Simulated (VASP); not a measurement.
A run of VASP 6.6.1 is set up as follows.

File POSCAR:

```
BaTiO3
1.0
    4.0073000000      0.0000000000      0.0000000000
    0.0000000000      4.0073000000      0.0000000000
    0.0000000000      0.0000000000      4.0073000000
Ba Ti O
1 1 3
Direct
    0.5090294500      0.4552911200      0.5066787400
    0.9437351000      0.0699797700      0.9543125000
    0.5205349200      0.0068319800      0.0554319400
    0.0126470200      0.4919678200      0.0527235900
    0.0140535100      0.9759293100      0.4308532400
```

File INCAR.step1:

```
SYSTEM = BaTiO3
PREC = Accurate ; ENCUT = 520
ISMEAR = -1 ; SIGMA = 0.05
LREAL = .False. ; LASPH = .True.
NELM = 150 ; LMAXMIX = 4
LDAU = .True. ; LDAUTYPE = 2
LDAUL = -1 2 -1 ; LDAUU = 0 1 0
LDAUJ = 0 0 0 ; NBANDS = 28
GGA = PE ; ALGO = Normal
EDIFF = 1E-4 ; LWAVE = .True.
LCHARG = .False.
```

File INCAR.step2:

```
SYSTEM = BaTiO3
PREC = Accurate ; ENCUT = 520
EDIFF = 1E-6 ; ISMEAR = -1
SIGMA = 0.05 ; LREAL = .False.
LASPH = .True. ; NELM = 150
ALGO = Normal ; ISIF = 2
LWAVE = .False. ; LCHARG = .False.
LMAXMIX = 4 ; LDAU = .True.
LDAUTYPE = 2 ; LDAUL = -1 2 -1
LDAUU = 0 1 0 ; LDAUJ = 0 0 0
LDAUPRINT = 1 ; METAGGA = R2SCAN
LMIXTAU = .True. ; NBANDS = 28
ISTART = 1
```

KPOINTS

```
regular mesh
0
Gamma
  7 7 7
  0 0 0
```

Potentials or basis: VASP PAW PBE potentials, release 64 (Ba_sv, Ti_sv, O).

Run with:

```bash
$ cat potpaw_PBE.64/Ba_sv/POTCAR potpaw_PBE.64/Ti_sv/POTCAR potpaw_PBE.64/O/POTCAR > POTCAR
$ cp INCAR.step1 INCAR
$ mpirun -np 1 vasp_std > vasp.out
$ cp INCAR.step2 INCAR
$ mpirun -np 1 vasp_std > vasp.out
```

**Question.** What does it give for the largest force?

**Answer.** 4.994 eV/Å.

**Question.** Estimate the pressure.

**Answer.** 12.4 GPa.

**Question.** Predict the band gap on the k mesh.

**Answer.** 3.22 eV (least direct gap 3.42 eV).

Forces on the atoms (eV/Å):
```
Ba  -1.072  2.261 -0.708
Ti   2.950 -3.742  1.496
O   -1.359 -0.135 -2.410
O   -0.260  0.897 -2.295
O   -0.259  0.720  3.916
```

Caveat: the cell stands under pressure; the PAW data sets were made with another functional, which shifts forces and pressure a little; spin-orbit coupling is left out, which moves the levels of the heavy elements; an odd mesh through Γ misses points on the zone boundary, where band edges can lie.
